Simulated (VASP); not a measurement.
# Cd3Cu2 (Pm-3m) in VASP: a series of runs

Cd3Cu2 is run at these levels: PBE; tasks: single point, relaxation of cell and atoms.

All numbers are computed with VASP 6.6.1; they aren't measurements. Logs are shortened: lines on timing, memory, paths and dates and some standing lists are left out, and cuts for length are marked.

### Step 1. The cell of the first run

It takes space group Pm-3m (No. 221, cubic). Conventional cell: a = 4.935 Å, b = 4.935 Å, c = 4.935 Å, α = 90.00°, β = 90.00°, γ = 90.00°. Cd (site symmetry 4/mmm) has 2 Cu at 2.47 Å within 3.3 Å. Cu (site symmetry m-3m) has 6 Cd at 2.47 Å within 3.3 Å. Cu (site symmetry m-3m) has 12 Cd at 3.49 Å and 8 Cu at 4.27 Å within 4.6 Å.

### Step 2. Single point, PBE

INCAR reads:

```
PREC = Accurate
ENCUT = 520
EDIFF = 1E-6
ISMEAR = 0
SIGMA = 0.1
LREAL = F
LASPH = T
NELM = 100
ALGO = Normal
ISIF = 2
LWAVE = F
LCHARG = T
GGA = PE
LELF = T
LVHAR = T
NBANDS = 37
```

KPOINTS reads:

```
Automatic mesh
0
Gamma
  8 8 8
```

POSCAR reads:

```
Cd3Cu2
1.0
    4.9352804844      0.0000000000      0.0000000000
    0.0000000000      4.9352804844      0.0000000000
    0.0000000000      0.0000000000      4.9352804844
Cd Cu
3 2
Direct
    0.5000000000      0.0000000000      0.0000000000
    0.0000000000      0.5000000000      0.0000000000
    0.0000000000      0.0000000000      0.5000000000
    0.0000000000      0.0000000000      0.0000000000
    0.5000000000      0.5000000000      0.5000000000
```

Potentials or basis: VASP PAW PBE potentials, release 64 (Cd, Cu).

Launch:

```console
$ cat potpaw_PBE.64/Cd/POTCAR potpaw_PBE.64/Cu/POTCAR > POTCAR
$ mpirun -np 1 vasp_std > vasp.out
```

OUTCAR:

```text
PREC = Accurate
   ENCUT = 520
   EDIFF = 1E-6
   ISMEAR = 0
   LREAL = F
   LASPH = T
   NELM = 100
   ISIF = 2
   GGA = PE

 ion  position               nearest neighbor table
   1  0.500  0.000  0.000-   4 2.47   4 2.47   2 3.49   3 3.49   2 3.49   2 3.49   3 3.49   3 3.49
                             3 3.49   2 3.49
   2  0.000  0.500  0.000-   4 2.47   4 2.47   1 3.49   3 3.49   1 3.49   3 3.49   3 3.49   3 3.49
                             1 3.49   1 3.49
   3  0.000  0.000  0.500-   4 2.47   4 2.47   1 3.49   1 3.49   2 3.49   2 3.49   2 3.49   2 3.49
                             1 3.49   1 3.49
   4  0.000  0.000  0.000-   1 2.47   2 2.47   3 2.47   3 2.47   2 2.47   1 2.47
   5  0.500  0.500  0.500-

  LATTYP: Found a simple cubic cell.
 ALAT       =     4.9352804844

  Lattice vectors:

 A1 = (   4.9352804844,   0.0000000000,   0.0000000000)
 A2 = (   0.0000000000,   4.9352804844,   0.0000000000)
 A3 = (   0.0000000000,   0.0000000000,   4.9352804844)

Analysis of symmetry for initial positions (statically):
=====================================================================
 Subroutine PRICEL returns:
 Original cell was already a primitive cell.

 Routine SETGRP: Setting up the symmetry group for a
 simple cubic supercell.

 Subroutine GETGRP returns: Found 48 space group operations
 (whereof 48 operations were pure point group operations)
 out of a pool of 48 trial point group operations.

The static configuration has the point symmetry O_h .

Analysis of symmetry for dynamics (positions and initial velocities):
=====================================================================
 Subroutine PRICEL returns:
 Original cell was already a primitive cell.

 Routine SETGRP: Setting up the symmetry group for a
 simple cubic supercell.

 Subroutine GETGRP returns: Found 48 space group operations
 (whereof 48 operations were pure point group operations)
 out of a pool of 48 trial point group operations.

The dynamic configuration has the point symmetry O_h .

 Subroutine INISYM returns: Found 48 space group operations
 (whereof 48 operations are pure point group operations),
 and found     1 'primitive' translations

----------------------------------------------------------------------------------------

                                     Primitive cell

  volume of cell :     120.2086

  direct lattice vectors                    reciprocal lattice vectors
     4.935280484  0.000000000  0.000000000     0.202622729  0.000000000  0.000000000
     0.000000000  4.935280484  0.000000000     0.000000000  0.202622729  0.000000000
     0.000000000  0.000000000  4.935280484     0.000000000  0.000000000  0.202622729

  length of vectors
     4.935280484  4.935280484  4.935280484     0.202622729  0.202622729  0.202622729

  position of ions in fractional coordinates (direct lattice)
     0.500000000  0.000000000  0.000000000
     0.000000000  0.500000000  0.000000000
     0.000000000  0.000000000  0.500000000
     0.000000000  0.000000000  0.000000000
     0.500000000  0.500000000  0.500000000

  ion indices of the primitive-cell ions
   primitive index   ion index
                 1           1
                 2           2
                 3           3
                 4           4
                 5           5

----------------------------------------------------------------------------------------

 KPOINTS: Automatic mesh

Automatic generation of k-mesh.
 Grid dimensions read from file:
 generate k-points for:    8    8    8

 Generating k-lattice:

  Cartesian coordinates                     Fractional coordinates (reciprocal lattice)
     0.025327841  0.000000000  0.000000000     0.125000000  0.000000000  0.000000000
     0.000000000  0.025327841  0.000000000     0.000000000  0.125000000  0.000000000
     0.000000000  0.000000000  0.025327841     0.000000000  0.000000000  0.125000000

  Length of vectors
     0.025327841  0.025327841  0.025327841

  Shift w.r.t. Gamma in fractional coordinates (k-lattice)
     0.000000000  0.000000000  0.000000000

 Subroutine IBZKPT returns following result:
 ===========================================

 Found     35 irreducible k-points:

 Following reciprocal coordinates:
            Coordinates               Weight
  0.000000  0.000000  0.000000      1.000000
  0.125000  0.000000  0.000000      6.000000
  0.250000  0.000000  0.000000      6.000000
  0.375000  0.000000  0.000000      6.000000
  0.500000  0.000000  0.000000      3.000000
  0.125000  0.125000  0.000000     12.000000
[... 16 lines left out ...]
  0.375000  0.375000  0.125000     24.000000
  0.500000  0.375000  0.125000     24.000000
 [... further k-points ...]
   k-points           NKPTS =     35   k-points in BZ     NKDIM =     35   number of bands    NBANDS=     37
   number of dos      NEDOS =    301   number of ions     NIONS =      5
   total plane-waves  NPLWV =  64000
   dimension x,y,z NGX =    40 NGY =   40 NGZ =   40
   dimension x,y,z NGXF=    80 NGYF=   80 NGZF=   80
   ions per type =               3   2
   NGX,Y,Z   is equivalent  to a cutoff of  13.47, 13.47, 13.47 a.u.
   NGXF,Y,Z  is equivalent  to a cutoff of  26.95, 26.95, 26.95 a.u.
 SYSTEM =  unknown system
   PREC   = accura    normal or accurate (medium, high low for compatibility)
   ISTART =      0    job   : 0-new  1-cont  2-samecut
   ICHARG =      2    charge: 1-file 2-atom 10-const
   ISPIN  =      1    spin polarized calculation?
   LNONCOLLINEAR =      F non collinear calculations
   LSORBIT =      F    spin-orbit coupling
   LASPH  =      T    aspherical Exc in radial PAW
   ENCUT  =  520.0 eV  38.22 Ry    6.18 a.u.   9.18  9.18  9.18*2*pi/ulx,y,z
   NELM   =    100;   NELMIN=  2; NELMDL= -5     # of ELM steps
   EDIFF  = 0.1E-05   stopping-criterion for ELM
   LREAL  =      F    real-space projection
   EDIFFG = 0.1E-04   stopping-criterion for IOM
   NSW    =      0    number of steps for IOM
   IBRION =     -1    ionic relax: 0-MD 1-quasi-New 2-CG
   NFREE  =      0    steps in history (QN), initial steepest desc. (CG)
   ISIF   =      2    stress and relaxation
   ISYM   =      2    0-nonsym 1-usesym 2-fastsym
   POTIM  = 0.5000    time-step for ionic-motion
   TEBEG  =    0.0;   TEEND  =   0.0 temperature during run
   PSTRESS=    0.0 pullay stress
   NELECT =      58.0000    total number of electrons
   NUPDOWN=      -1.0000    fix difference up-down
   EMIN   =  10.00;   EMAX   =-10.00  energy-range for DOS
   EFERMI =   0.00;   METHOD = LEGACY
   ISMEAR =     0;   SIGMA  =   0.10  broadening in eV -4-tet -1-fermi 0-gaus
   EFERMI_NEDOS =   21; number of points for ismear=-14 and -15
   IALGO  =     38    algorithm
   IMIX   =      4    mixing-type and parameters
     AMIX     =   0.40;   BMIX     =  1.00
     AMIX_MAG =   1.60;   BMIX_MAG =  1.00
  volume/ion in A,a.u.               =      24.04       162.24
  Fermi-wavevector in a.u.,A,eV,Ry     =   1.284022  2.426449 22.432081  1.648711
  Thomas-Fermi vector in A             =   2.416240
   LORBIT       =      0    0 simple, 1 ext, 2 COOP (PROOUT), +10 PAW based schemes
   GGA     = PE    functional components
   LHFCALC =     F    Hartree Fock is set to
   AEXX    =    0.0000 exact exchange contribution
   IVDW    =     0    specifies the selected vdW correction
   LEPSILON=     F    determine dielectric tensor
   LRPA    =     F    only Hartree local field effects (RPA)
 non-spin polarized calculation
 Gauss-broadening in eV      SIGMA  =   0.10
  energy-cutoff  :      520.00
  volume of cell :      120.21
 maximum number of plane-waves:      3256
 NGX is ok and might be reduce to    40
   NGX = 19   NGY = 19   NGZ = 19

 number of electron      58.0000053 magnetization

 Free energy of the ion-electron system (eV)
  ---------------------------------------------------
  ext. energy  EPLUGINS =         0.00000000
  ---------------------------------------------------
  free energy    TOTEN  =        -7.19421245 eV

  energy without entropy =       -7.18688242  energy(sigma->0) =       -7.19054743

 E-fermi :   1.8029     XC(G=0):  -9.7863

 val. band max:        1.7733290121   @ k =   0.5000   0.3750   0.3750
 cond. band min:       1.8059485139   @ k =   0.2500   0.0000   0.0000
 fundamental gap:      0.0326195018
 Fermi energy:         1.8029184652

 k-point     1 :       0.0000    0.0000    0.0000
  band No.  band energies     occupation
      1      -7.6174      2.00000
      2      -7.0293      2.00000
      3      -7.0293      2.00000
      4      -7.0293      2.00000
      5      -6.8466      2.00000
      6      -6.8466      2.00000
[... 29 lines left out ...]
     36       7.8014      0.00000
     37       7.8014      0.00000

 k-point     2 :       0.1250    0.0000    0.0000
  band No.  band energies     occupation
      1      -7.5804      2.00000
      2      -7.0253      2.00000
      3      -7.0027      2.00000
      4      -7.0027      2.00000
      5      -6.8459      2.00000
      6      -6.8412      2.00000
[... 29 lines left out ...]
     36       7.3194      0.00000
     37       7.6843      0.00000

 k-point     3 :       0.2500    0.0000    0.0000
  band No.  band energies     occupation
      1      -7.4908      2.00000
      2      -7.0154      2.00000
      3      -6.9261      2.00000
      4      -6.9261      2.00000
      5      -6.8442      2.00000
      6      -6.8259      2.00000
[... 29 lines left out ...]
     36       6.4937      0.00000
     37       7.8815      0.00000

 k-point     4 :       0.3750    0.0000    0.0000
  band No.  band energies     occupation
      1      -7.4022      2.00000
      2      -7.0051      2.00000
      3      -6.8424      2.00000
      4      -6.8107      2.00000
      5      -6.8107      2.00000
      6      -6.8061      2.00000
[... 29 lines left out ...]
     36       7.8565      0.00000
     37       8.3751      0.00000
[... 683 lines left out ...]
      1      -7.2124      2.00000
      2      -6.8896      2.00000
      3      -6.8842      2.00000
      4      -6.8711      2.00000
      5      -6.6811      2.00000
      6      -6.6506      2.00000
[... 29 lines left out ...]
     36       7.2976      0.00000
     37       8.3224      0.00000

 k-point    23 :       0.3750    0.3750    0.1250
  band No.  band energies     occupation
      1      -7.1638      2.00000
      2      -6.9048      2.00000
      3      -6.8951      2.00000
      4      -6.8213      2.00000
      5      -6.7311      2.00000
      6      -6.6714      2.00000
[... 29 lines left out ...]
     36       7.6188      0.00000
     37       9.0208      0.00000

 k-point    24 :       0.5000    0.3750    0.1250
  band No.  band energies     occupation
      1      -7.1255      2.00000
      2      -6.9144      2.00000
      3      -6.9056      2.00000
      4      -6.7956      2.00000
      5      -6.6696      2.00000
      6      -6.6490      2.00000
[... 29 lines left out ...]
     36       7.9158      0.00000
     37       8.6037      0.00000

 [... further k-points ...]

------------------------ aborting loop because EDIFF is reached ----------------------------------------

  FORCE on cell =-STRESS in cart. coord.  units (eV):
  Direction    XX          YY          ZZ          XY          YZ          ZX
  --------------------------------------------------------------------------------------
  -------------------------------------------------------------------------------------
  Total        0.2536709      0.2536709      0.2536709      0.0000000      0.0000000     -0.0000000
  in kB        3.3810038      3.3810038      3.3810038      0.0000000      0.0000000     -0.0000000
  external PRESSURE =       3.3810038 kB  Pullay stress =       0.0000000 kB

 VOLUME and BASIS-vectors are now :
 -----------------------------------------------------------------------------
  energy-cutoff  :      520.00
  volume of cell :      120.21
      direct lattice vectors                 reciprocal lattice vectors
     4.935280484  0.000000000  0.000000000     0.202622729  0.000000000  0.000000000
     0.000000000  4.935280484  0.000000000     0.000000000  0.202622729  0.000000000
     0.000000000  0.000000000  4.935280484     0.000000000  0.000000000  0.202622729

 POSITION                                       TOTAL-FORCE (eV/Angst)
 -----------------------------------------------------------------------------------
      2.46764      0.00000      0.00000         0.000000      0.000000      0.000000
      0.00000      2.46764      0.00000         0.000000      0.000000      0.000000
      0.00000      0.00000      2.46764         0.000000      0.000000      0.000000
      0.00000      0.00000      0.00000         0.000000      0.000000      0.000000
      2.46764      2.46764      2.46764         0.000000      0.000000      0.000000
 -----------------------------------------------------------------------------------
    total drift:                               -0.000000      0.000000     -0.000000

  FREE ENERGIE OF THE ION-ELECTRON SYSTEM (eV)
  ---------------------------------------------------
  free  energy   TOTEN  =        -7.1942124494 eV

  energy  without entropy=       -7.1868824183  energy(sigma->0) =       -7.19054743
```

It used 290 s of CPU time on 1 thread of AMD EPYC 7R13 Processor (Zen 3) (shared host).

Results:

| Item | Value |
| --- | --- |
| Free energy | -7.1942 eV |
| Pressure | 0.3 GPa |
| Band gap on the k mesh | zero (band 29 reaches 2.64 eV, above the bottom of band 30 at 0.85 eV) |

Levels at points of the mesh, in eV from the Fermi level:
| k point | band 27 | band 28 | band 29 | band 30 | band 31 | band 32 |
| --- | --- | --- | --- | --- | --- | --- |
| (0.00, 0.00, 0.00) | -0.57 | -0.57 | -0.57 | 0.48 | 1.26 | 1.26 |
| (0.50, 0.00, 0.00) | -1.55 | 0.84 | 0.84 | 1.11 | 1.60 | 2.65 |
| (0.50, 0.50, 0.00) | -1.55 | -1.48 | -1.40 | 1.92 | 3.06 | 3.72 |
| (0.50, 0.50, 0.50) | -1.15 | -1.15 | -1.15 | -0.32 | -0.28 | -0.28 |

### Step 3. Relaxation of cell and atoms, PBE

This run uses another cell than the first one, of 23.79 Å³/atom, 0.989 times its volume.

INCAR reads:

```
ALGO     = Normal         # electronic algorithm
EDIFF    = 1E-7           # SCF threshold, eV
EDIFFG   = -0.01          # ionic threshold
ENCUT    = 600            # plane-wave cutoff, eV
GGA      = PE             # functional
IBRION   = 2              # ionic algorithm
ISIF     = 3              # what is computed and relaxed
ISMEAR   = 0              # smearing method
LASPH    = T              # aspherical terms in the spheres
LCHARG   = F              # write CHGCAR
LREAL    = F              # projectors in reciprocal space
LWAVE    = F              # write WAVECAR
NELM     = 100            # most SCF steps
NSW      = 100            # ionic steps
PREC     = Accurate       # precision mode
SIGMA    = 0.1            # smearing width, eV
```

KPOINTS reads:

```
k-points
0
Gamma
  8 8 8
```

Edit POSCAR of step 2 so:

```diff
@@ -2,5 +2,5 @@
 1.0
-    4.9352804844      0.0000000000      0.0000000000
-    0.0000000000      4.9352804844      0.0000000000
-    0.0000000000      0.0000000000      4.9352804844
+    4.9176770399      0.0000000000      0.0000000000
+    0.0000000000      4.9176770399      0.0000000000
+    0.0000000000      0.0000000000      4.9176770399
 Cd Cu
```

Potentials or basis: VASP PAW PBE potentials, release 64 (Cd, Cu).

Launch:

```console
$ cat potpaw_PBE.64/Cd/POTCAR potpaw_PBE.64/Cu/POTCAR > POTCAR
$ mpirun -np 1 vasp_std > vasp.out
```

It used 760 s of CPU time on 1 thread of AMD EPYC 7R13 Processor (Zen 3) (shared host).

Results (log left out):

```yaml
Free_energy: -7.1937 eV
Relaxed_volume: 24.23 Å³/atom
Relaxed_cell: a = 4.948 Å, b = 4.948 Å, c = 4.948 Å, α = 90.00°, β = 90.00°, γ = 90.00°
Space_group_after_relaxing_to_0.05_Å: Pm-3m (No. 221)
Energy_gained_by_relaxing: 1.0 meV/atom
Ionic_steps: 3
Pressure_after_relaxing: 0.0 GPa
Band_gap_on_the_k_mesh: zero (band 29 reaches 2.59 eV, above the bottom of band 30 at 0.81 eV)
```

Step by step:
| step | energy change (eV) | largest force (eV/Å) | pressure (GPa) | volume (Å³) |
| --- | --- | --- | --- | --- |
| 1 | 0.0000 | 0.0000 | 0.74 | 118.93 |
| 2 | -0.0050 | 0.0000 | 0.10 | 120.83 |
| 3 | -0.0051 | 0.0000 | 0.01 | 121.14 |

Final structure:
```
CELL_PARAMETERS angstrom
4.94795 0.00000 0.00000
0.00000 4.94795 0.00000
0.00000 0.00000 4.94795
ATOMIC_POSITIONS crystal
Cd 0.50000 0.00000 0.00000
Cd 0.00000 0.50000 0.00000
Cd 0.00000 0.00000 0.50000
Cu 0.00000 0.00000 0.00000
Cu 0.50000 0.50000 0.50000
```

Levels at points of the mesh, in eV from the Fermi level:
| k point | band 25 | band 26 | band 27 | band 28 | band 29 | band 30 | band 31 | band 32 | band 33 | band 34 |
| --- | --- | --- | --- | --- | --- | --- | --- | --- | --- | --- |
| (0.00, 0.00, 0.00) | -1.55 | -1.55 | -0.56 | -0.56 | -0.56 | 0.46 | 1.23 | 1.23 | 4.97 | 4.97 |
| (0.50, 0.00, 0.00) | -1.66 | -1.55 | -1.54 | 0.83 | 0.83 | 1.09 | 1.56 | 2.62 | 2.72 | 2.72 |
| (0.50, 0.50, 0.00) | -1.62 | -1.62 | -1.54 | -1.47 | -1.39 | 1.91 | 3.02 | 3.70 | 3.70 | 4.17 |
| (0.50, 0.50, 0.50) | -1.53 | -1.53 | -1.15 | -1.15 | -1.15 | -0.32 | -0.26 | -0.26 | -0.26 | 9.87 |
